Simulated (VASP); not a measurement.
# In2SnTe2 (P4/mmm) in VASP: notebook

The runs below take In2SnTe2 through single point, relaxation of cell and atoms, with PBE.

Program: VASP 6.6.1. These are calculated values, not measurements. Logs are shortened: lines on timing, memory, paths and dates and some standing lists are left out, and cuts for length are marked.

## (1) The cell of the first run

It takes space group P4/mmm (No. 123, tetragonal). The conventional cell has a = 4.304 Å, b = 4.304 Å, c = 9.245 Å, α = 90.00°, β = 90.00°, γ = 90.00°. In (site symmetry 4mm) has 1 In at 3.07 Å and 1 Te at 3.09 Å and 4 Sn at 3.41 Å within 4.0 Å. Sn (site symmetry 4/mmm) has 8 In at 3.41 Å and 4 Sn at 4.30 Å and 2 Te at 4.62 Å within 4.7 Å. Within 4.0 Å of Te (site symmetry 4/mmm) lie 4 Te at 3.04 Å and 2 In at 3.09 Å. Te (site symmetry 4/mmm) has 4 Te at 3.04 Å within 4.0 Å.

The cell was built from a structure type or drawn by symmetry, and may not be a known phase.

## (2) Single point, PBE

INCAR reads:

```
PREC = Accurate
ENCUT = 520
EDIFF = 1E-6
ISMEAR = 0
SIGMA = 0.1
LREAL = False
LASPH = True
NELM = 80
ALGO = Fast
ISIF = 2
LWAVE = False
LCHARG = False
GGA = PE
NBANDS = 34
```

KPOINTS reads:

```
Automatic mesh
0
Gamma
  4 4 4
```

POSCAR reads:

```
In2SnTe2
1.0
    4.3041333350      0.0000000000      0.0000000000
    0.0000000000      4.3041333350      0.0000000000
    0.0000000000      0.0000000000      9.2452995406
In Sn Te
2 1 2
Direct
    0.0000000000      0.0000000000      0.6659016064
    0.0000000000      0.0000000000      0.3340983936
    0.5000000000      0.5000000000      0.5000000000
    0.0000000000      0.0000000000      0.0000000000
    0.5000000000      0.5000000000      0.0000000000
```

Potentials or basis: VASP PAW PBE potentials, release 64 (In_d, Sn_d, Te).

The run is started by

```sh
cat potpaw_PBE.64/In_d/POTCAR potpaw_PBE.64/Sn_d/POTCAR potpaw_PBE.64/Te/POTCAR > POTCAR
mpirun -np 1 vasp_std > vasp.out
```

OUTCAR:

```text
PREC = Accurate
   ENCUT = 520
   EDIFF = 1E-6
   ISMEAR = 0
   LREAL = False
   LASPH = True
   NELM = 80
   ISIF = 2
   GGA = PE

 ion  position               nearest neighbor table
   1  0.000  0.000  0.666-   2 3.07   4 3.09   3 3.41   3 3.41   3 3.41   3 3.41
   2  0.000  0.000  0.334-   1 3.07   4 3.09   3 3.41   3 3.41   3 3.41   3 3.41
   3  0.500  0.500  0.500-   1 3.41   2 3.41   1 3.41   2 3.41   1 3.41   2 3.41   1 3.41   2 3.41

   4  0.000  0.000  0.000-   5 3.04   5 3.04   5 3.04   5 3.04   1 3.09   2 3.09
   5  0.500  0.500  0.000-   4 3.04   4 3.04   4 3.04   4 3.04

  LATTYP: Found a simple tetragonal cell.
 ALAT       =     4.3041333350
 C/A-ratio  =     2.1480049109

  Lattice vectors:

 A1 = (   4.3041333350,   0.0000000000,   0.0000000000)
 A2 = (   0.0000000000,   4.3041333350,   0.0000000000)
 A3 = (   0.0000000000,   0.0000000000,   9.2452995406)

Analysis of symmetry for initial positions (statically):
=====================================================================
 Subroutine PRICEL returns:
 Original cell was already a primitive cell.

 Routine SETGRP: Setting up the symmetry group for a
 simple tetragonal supercell.

 Subroutine GETGRP returns: Found 16 space group operations
 (whereof 16 operations were pure point group operations)
 out of a pool of 16 trial point group operations.

The static configuration has the point symmetry D_4h.

Analysis of symmetry for dynamics (positions and initial velocities):
=====================================================================
 Subroutine PRICEL returns:
 Original cell was already a primitive cell.

 Routine SETGRP: Setting up the symmetry group for a
 simple tetragonal supercell.

 Subroutine GETGRP returns: Found 16 space group operations
 (whereof 16 operations were pure point group operations)
 out of a pool of 16 trial point group operations.

The dynamic configuration has the point symmetry D_4h.

 Subroutine INISYM returns: Found 16 space group operations
 (whereof 16 operations are pure point group operations),
 and found     1 'primitive' translations

----------------------------------------------------------------------------------------

                                     Primitive cell
[... 87 lines left out ...]
   LASPH  =      T    aspherical Exc in radial PAW
   ENCUT  =  520.0 eV  38.22 Ry    6.18 a.u.   8.00  8.00 17.19*2*pi/ulx,y,z
   NELM   =     80;   NELMIN=  2; NELMDL= -5     # of ELM steps
   EDIFF  = 0.1E-05   stopping-criterion for ELM
   LREAL  =      F    real-space projection
   EDIFFG = 0.1E-04   stopping-criterion for IOM
   NSW    =      0    number of steps for IOM
   IBRION =     -1    ionic relax: 0-MD 1-quasi-New 2-CG
   NFREE  =      0    steps in history (QN), initial steepest desc. (CG)
   ISIF   =      2    stress and relaxation
   ISYM   =      2    0-nonsym 1-usesym 2-fastsym
   POTIM  = 0.5000    time-step for ionic-motion
   TEBEG  =    0.0;   TEEND  =   0.0 temperature during run
   PSTRESS=    0.0 pullay stress
   NELECT =      52.0000    total number of electrons
   NUPDOWN=      -1.0000    fix difference up-down
   EMIN   =  10.00;   EMAX   =-10.00  energy-range for DOS
   EFERMI =   0.00;   METHOD = LEGACY
   ISMEAR =     0;   SIGMA  =   0.10  broadening in eV -4-tet -1-fermi 0-gaus
   EFERMI_NEDOS =   21; number of points for ismear=-14 and -15
   IALGO  =     68    algorithm
   IMIX   =      4    mixing-type and parameters
     AMIX     =   0.40;   BMIX     =  1.00
     AMIX_MAG =   1.60;   BMIX_MAG =  1.00
  volume/ion in A,a.u.               =      34.25       231.16
  Fermi-wavevector in a.u.,A,eV,Ry     =   1.100302  2.079269 16.472083  1.210664
  Thomas-Fermi vector in A             =   2.236711
   LORBIT       =      0    0 simple, 1 ext, 2 COOP (PROOUT), +10 PAW based schemes
   GGA     = PE    functional components
   LHFCALC =     F    Hartree Fock is set to
   AEXX    =    0.0000 exact exchange contribution
   IVDW    =     0    specifies the selected vdW correction
   LEPSILON=     F    determine dielectric tensor
   LRPA    =     F    only Hartree local field effects (RPA)
 non-spin polarized calculation
 RMM-DIIS sequential band-by-band and
 Gauss-broadening in eV      SIGMA  =   0.10
  energy-cutoff  :      520.00
  volume of cell :      171.27
 maximum number of plane-waves:      4664
   NGX = 17   NGY = 17   NGZ = 35

 number of electron      52.0000015 magnetization

 Free energy of the ion-electron system (eV)
  ---------------------------------------------------
  ext. energy  EPLUGINS =         0.00000000
  ---------------------------------------------------
  free energy    TOTEN  =       -14.76581108 eV

  energy without entropy =      -14.75344536  energy(sigma->0) =      -14.75962822

 E-fermi :   5.5001     XC(G=0):  -8.9938

 val. band max:        5.4226204198   @ k =   0.0000   0.0000   0.5000
 cond. band min:       5.5113865752   @ k =   0.2500   0.2500   0.5000
 fundamental gap:      0.0887661554
 Fermi energy:         5.5000752023

 k-point     1 :       0.0000    0.0000    0.0000
  band No.  band energies     occupation
      1     -16.0425      2.00000
      2     -16.0421      2.00000
      3     -16.0390      2.00000
      4     -16.0386      2.00000
      5     -16.0386      2.00000
      6      -9.3848      2.00000
[... 655 lines left out ...]
     33       9.9272      0.00000
     34       9.9737      0.00000

------------------------ aborting loop because EDIFF is reached ----------------------------------------

  FORCE on cell =-STRESS in cart. coord.  units (eV):
  Direction    XX          YY          ZZ          XY          YZ          ZX
  --------------------------------------------------------------------------------------
  -------------------------------------------------------------------------------------
  Total       -0.0704048     -0.0704048     -0.2881613      0.0000000     -0.0000000      0.0000000
  in kB       -0.6585980     -0.6585980     -2.6955903      0.0000000     -0.0000000      0.0000000
  external PRESSURE =      -1.3375955 kB  Pullay stress =       0.0000000 kB

 VOLUME and BASIS-vectors are now :
 -----------------------------------------------------------------------------
  energy-cutoff  :      520.00
  volume of cell :      171.27
      direct lattice vectors                 reciprocal lattice vectors
     4.304133335  0.000000000  0.000000000     0.232334810  0.000000000  0.000000000
     0.000000000  4.304133335  0.000000000     0.000000000  0.232334810  0.000000000
     0.000000000  0.000000000  9.245299541     0.000000000  0.000000000  0.108163072

 POSITION                                       TOTAL-FORCE (eV/Angst)
 -----------------------------------------------------------------------------------
      0.00000      0.00000      6.15646         0.000000     -0.000000     -0.004099
      0.00000      0.00000      3.08884        -0.000000     -0.000000      0.004099
      2.15207      2.15207      4.62265        -0.000000      0.000000     -0.000000
      0.00000      0.00000      0.00000        -0.000000      0.000000     -0.000000
      2.15207      2.15207      0.00000        -0.000000      0.000000     -0.000000
 -----------------------------------------------------------------------------------
    total drift:                                0.000000      0.000000      0.000000

  FREE ENERGIE OF THE ION-ELECTRON SYSTEM (eV)
  ---------------------------------------------------
  free  energy   TOTEN  =       -14.7658110803 eV

  energy  without entropy=      -14.7534453585  energy(sigma->0) =      -14.75962822
```

stdout:

```text
POSCAR found type information on POSCAR InSnTe
 POSCAR found :  3 types and       5 ions
 scaLAPACK will be used
 LDA part: xc-table for (Slater+PW92), standard interpolation
 POSCAR, INCAR and KPOINTS ok, starting setup
 FFT: planning ... GRIDC
 FFT: planning ... GRID_SOFT
 FFT: planning ... GRID
 WAVECAR not read
 entering main loop
```

Run time: 2.3 min. Hardware: 1 thread of AMD EPYC 9R14 (Zen 4), shared host; peak memory 0.28 GiB.

What came out:

| Quantity | Value |
| --- | --- |
| Free energy | -14.7658 eV |
| Pressure | -0.1 GPa |
| Largest force | 0.004 eV/Å |
| Band gap on the k mesh | zero (bands 26 and 27 overlap by 1.65 eV) |

Forces in eV/Å, atoms in the order of the input:
```
In   0.000  0.000 -0.004
In   0.000  0.000  0.004
Sn   0.000  0.000  0.000
Te   0.000  0.000  0.000
Te   0.000  0.000  0.000
```

Caveat: the k points lie up to 0.36 Å⁻¹ apart, too coarse for converged energies and pressures of a metal; spin-orbit coupling is left out, which moves the levels of the heavy elements.

## (3) Single point, PBE

This run uses another cell than the first one, of 35.41 Å³/atom.

INCAR reads:

```
SYSTEM = In2SnTe2
PREC     = Accurate       ! precision mode
ENCUT    = 520            ! plane-wave cutoff, eV
EDIFF    = 1E-7           ! SCF threshold, eV
ISMEAR   = 0              ! smearing method
SIGMA    = 0.1            ! smearing width, eV
LREAL    = .FALSE.        ! projectors in reciprocal space
LASPH    = .TRUE.         ! aspherical terms in the spheres
NELM     = 60             ! most SCF steps
ALGO     = Fast           ! electronic algorithm
ISIF     = 2              ! what is computed and relaxed
LWAVE    = .FALSE.        ! write WAVECAR
LCHARG   = .FALSE.        ! write CHGCAR
GGA      = PE             ! functional
NBANDS   = 34             ! bands
```

KPOINTS reads:

```
Automatic mesh
0
G
  4 4 4
  0 0 0
```

POSCAR reads:

```
In2SnTe2
1.0
    5.0385080500      0.0000000000      0.0000000000
    0.0000000000      5.0385080500      0.0000000000
    0.0000000000      0.0000000000      6.9745387000
In Sn Te
2 1 2
Direct
    0.0000000000      0.0000000000      0.6924546000
    0.0000000000      0.0000000000      0.3075454000
    0.5000000000      0.5000000000      0.5000000000
    0.0000000000      0.0000000000      0.0000000000
    0.5000000000      0.5000000000      0.0000000000
```

Potentials or basis: VASP PAW PBE potentials, release 64 (In_d, Sn_d, Te).

The run is started by

```sh
cat potpaw_PBE.64/In_d/POTCAR potpaw_PBE.64/Sn_d/POTCAR potpaw_PBE.64/Te/POTCAR > POTCAR
mpirun -np 1 vasp_std > vasp.out
```

Run time: 2.5 min. Hardware: 1 thread of AMD EPYC 9R14 (Zen 4), shared host; peak memory 0.31 GiB.

It converged, with:

```
Free energy            : -7.1731 eV
Pressure               : 14.5 GPa
Largest force          : 12.550 eV/Å
Band gap on the k mesh : zero (bands 26 and 27 overlap by 1.51 eV)
```

Forces on the atoms (eV/Å):
```
In    0.000   0.000 -12.550
In    0.000   0.000  12.550
Sn    0.000   0.000   0.000
Te    0.000   0.000   0.000
Te    0.000   0.000   0.000
```

Stress tensor (GPa, compression positive):
```
-1.51  0.00  0.00
 0.00 -1.51  0.00
 0.00  0.00 46.39
```

Levels at points of the mesh, in eV from the Fermi level:
```csv
k point,band 23,band 24,band 25,band 26,band 27,band 28
"(0.00, 0.00, 0.00)",-2.45,0.03,0.03,0.29,0.29,1.98
"(0.50, 0.00, 0.00)",-3.01,-1.55,-1.37,1.07,1.21,1.93
"(0.50, 0.50, 0.00)",-2.58,-1.34,-1.34,0.61,0.61,0.91
"(0.00, 0.00, 0.50)",-1.74,-0.88,-0.88,-0.64,0.38,0.38
"(0.50, 0.00, 0.50)",-1.50,-1.26,-1.00,-0.90,0.15,0.49
"(0.50, 0.50, 0.50)",-2.35,-2.35,-0.78,-0.59,0.71,0.98
```

Caveat: the cell stands under pressure; spin-orbit coupling is left out, which moves the levels of the heavy elements; forces of over 1 eV/Å act on the atoms, so gaps and moduli don't describe the material at rest.

## (4) Relaxation of cell and atoms, PBE

This run uses another cell than the first one, of 35.41 Å³/atom.

INCAR reads:

```
PREC = Accurate ; ENCUT = 600
EDIFF = 1E-6 ; ISMEAR = 0
SIGMA = 0.1 ; LREAL = F
LASPH = T ; NELM = 60
ALGO = Fast ; ISIF = 3
LWAVE = F ; LCHARG = F
GGA = PE ; IBRION = 2
NSW = 90 ; EDIFFG = -0.04
```

KPOINTS reads:

```
regular mesh
0
Gamma
  4 4 4
```

POSCAR is that of step 3.

The run is started by

```sh
cat potpaw_PBE.64/In_d/POTCAR potpaw_PBE.64/Sn_d/POTCAR potpaw_PBE.64/Te/POTCAR > POTCAR
mpirun -np 1 vasp_std > vasp.out
```

Run time: 59 min. Hardware: 1 thread of AMD EPYC 9R14 (Zen 4), shared host; peak memory 0.38 GiB.

It converged, with:

| Property | Result |
| --- | --- |
| Free energy | -14.7610 eV |
| Relaxed volume | 34.09 Å³/atom |
| Relaxed cell | a = 4.302 Å, b = 4.302 Å, c = 9.208 Å, α = 90.00°, β = 90.00°, γ = 90.00° |
| Space group after relaxing (to 0.1 Å) | P4/mmm (No. 123) |
| Pressure after relaxing | -0.1 GPa |
| Largest force after relaxing | 0.006 eV/Å |
| Band gap on the k mesh | zero (bands 26 and 27 overlap by 1.65 eV) |

Forces on the atoms (eV/Å):
```
In   0.000  0.000 -0.006
In   0.000  0.000  0.006
Sn   0.000  0.000  0.000
Te   0.000  0.000  0.000
Te   0.000  0.000  0.000
```

Final structure:
```
In Sn Te
1.0
     4.30221    0.00000    0.00000
     0.00000    4.30221    0.00000
     0.00000    0.00000    9.20773
In Sn Te
2 1 2
Cartesian
  0.0000 0.0000 6.1312
  0.0000 0.0000 3.0765
  2.1511 2.1511 4.6039
  0.0000 0.0000 0.0000
  2.1511 2.1511 0.0000
```

Levels at points of the mesh, in eV from the Fermi level:
```csv
k point,band 22,band 23,band 24,band 25,band 26,band 27,band 28,band 29,band 30,band 31
"(0.00, 0.00, 0.00)",-2.86,-2.54,-0.40,-0.15,-0.15,0.29,2.59,2.59,3.12,3.18
"(0.50, 0.00, 0.00)",-2.09,-1.73,-1.49,-1.33,-0.94,-0.54,0.07,1.62,1.72,2.59
"(0.50, 0.50, 0.00)",-4.52,-2.80,-2.80,-1.70,-0.28,0.28,0.28,0.84,1.25,4.29
"(0.00, 0.00, 0.50)",-4.11,-2.07,-0.21,-0.21,-0.10,1.80,2.52,2.57,2.57,2.64
"(0.50, 0.00, 0.50)",-2.13,-2.09,-1.82,-1.73,-1.31,-1.27,1.61,2.12,2.22,2.39
"(0.50, 0.50, 0.50)",-2.88,-2.88,-2.81,-2.76,-1.48,0.35,0.83,0.83,4.41,4.41
```

Caveat: a cell axis changed by over 15 % at a fixed basis, so the end point is rough; spin-orbit coupling is left out, which moves the levels of the heavy elements.

(Continued in part 2 of 2.)
